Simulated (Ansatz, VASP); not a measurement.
## LiNbO3: VASP beside Ansatz

The input INCAR:

```
PREC = Accurate ; ENCUT = 520
EDIFF = 1E-7 ; ISMEAR = 0
SIGMA = 0.05 ; LREAL = False
LASPH = True ; NELM = 60
ALGO = Normal ; ISIF = 2
LWAVE = False ; LCHARG = True
GGA = PE ; LELF = True
LVHAR = True ; NBANDS = 45
```

The input KPOINTS:

```
Automatic mesh
0
Gamma
  6 6 6
```

POSCAR

```
LiNbO3
1.0
    2.5506000000      1.4725895967      4.8284000000
   -2.5506000000      1.4725895967      4.8284000000
    0.0000000000     -2.9451791931      4.8284000000
Li Nb O
2 2 6
Direct
    0.2500000000      0.2500000000      0.2500000000
    0.7500000000      0.7500000000      0.7500000000
    0.0000000000      0.0000000000      0.0000000000
    0.5000000000      0.5000000000      0.5000000000
    0.1303353734      0.3696646266      0.7500000000
    0.7500000000      0.1303353734      0.3696646266
    0.3696646266      0.7500000000      0.1303353734
    0.8696646266      0.6303353734      0.2500000000
    0.2500000000      0.8696646266      0.6303353734
    0.6303353734      0.2500000000      0.8696646266
```

Input for Ansatz:

```yaml
crystal:
  lattice:
    - [2.5506, 1.4725895967, 4.8284]
    - [-2.5506, 1.4725895967, 4.8284]
    - [0.0, -2.9451791931, 4.8284]
  atoms:
    - { symbol: Li, position: [0.25, 0.25, 0.25] }
    - { symbol: Li, position: [0.75, 0.75, 0.75] }
    - { symbol: Nb, position: [0.0, 0.0, 0.0] }
    - { symbol: Nb, position: [0.5, 0.5, 0.5] }
    - { symbol: O, position: [0.1303353734, 0.3696646266, 0.75] }
    - { symbol: O, position: [0.75, 0.1303353734, 0.3696646266] }
    - { symbol: O, position: [0.3696646266, 0.75, 0.1303353734] }
    - { symbol: O, position: [0.8696646266, 0.6303353734, 0.25] }
    - { symbol: O, position: [0.25, 0.8696646266, 0.6303353734] }
    - { symbol: O, position: [0.6303353734, 0.25, 0.8696646266] }
basis:
  ecutwfc: 520.0
kpoints:
  mp_grid: { grid: [6, 6, 6] }
hamiltonian:
  xc: pbe
  pseudopotentials: { kind: paw, azcp: { folder: soft_1 } }
scf:
  occupations: { method: gaussian, width: 0.05 }
output:
  forces: true
  stress: true
  eigenvalues: true
```

Alike in both runs: task single point; functional PBE; k mesh 6 × 6 × 6; occupations gaussian, width 0.05 eV; no spin polarisation.

|  | VASP | Ansatz |
| --- | --- | --- |
| version | VASP 6.6.1 | Ansatz 0.2.0 |
| potentials or method | VASP PAW PBE potentials, release 64 (Li_sv, Nb_sv, O), cutoff 520 eV | scalar-relativistic, plane waves, PAW |
| valence electrons in the cell | 68 | 68 |

Ansatz gave:

```
gap on the k mesh at the Fermi level (eV) : 2.38
least direct gap on the mesh (eV)         : 2.51
rms of the force components (eV/Å)        : 0.035
```

Problem. Estimate VASP's values.

Solution. gap on the k mesh at the Fermi level (eV): 2.36; least direct gap on the mesh (eV): 2.49; rms of the force components (eV/Å): 0.024.

Atom by atom the forces differ by 0.011 eV/Å (rms over components). With one functional, cell and mesh, what is left measures potentials, basis and numerics.

Noted on VASP's run: the cutoff is under 1.25 times that of the potentials, so the pressure is a little rough.
